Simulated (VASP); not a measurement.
Sr, 4 atoms in the cell. The structure is hexagonal, space group P6_3/mmc (No. 194). The conventional cell has a = 4.007 Å, b = 4.007 Å, c = 14.217 Å, α = 90.00°, β = 90.00°, γ = 120.00°. Within 5.3 Å of Sr (site symmetry -3m) lie 12 Sr at 4.01 to 4.24 Å. Within 5.3 Å of Sr (site symmetry -6m2) lie 12 Sr at 4.01 to 4.24 Å. This isn't the form of Sr at room conditions, which is fcc. This cell differs from its parent crystal: biaxial strain in the a-b plane: -6.0 %, then relaxed in part.

- Program: VASP 6.6.1
- Task: single point
- Functional: PBE
- Potentials or basis: VASP PAW PBE potentials, release 64 (Sr_sv)
- Cutoff: 520 eV
- k mesh: 12 × 12 × 4
- Occupations: gaussian, width 0.1 eV
- Spin: no spin polarisation
- Dipole correction: no
- Further INCAR settings: ALGO = Fast; EDIFF = 1e-07; NBANDS = 28

Potentials or basis: VASP PAW PBE potentials, release 64 (Sr_sv).

Launch:

```sh
$ cat potpaw_PBE.64/Sr_sv/POTCAR > POTCAR
$ mpirun -np 1 vasp_std > vasp.out
```

Hardware: 1 thread of Intel(R) Xeon(R) 6975P-C (Granite Rapids), with other jobs on the host.

**Question.** Estimate the wall time of this run.

**Answer.** It took 3.9 min on 1 thread of Intel(R) Xeon(R) 6975P-C (Granite Rapids), with other jobs on the host, peak memory 0.44 GiB. Counts: scf iterations 20, k points 57.
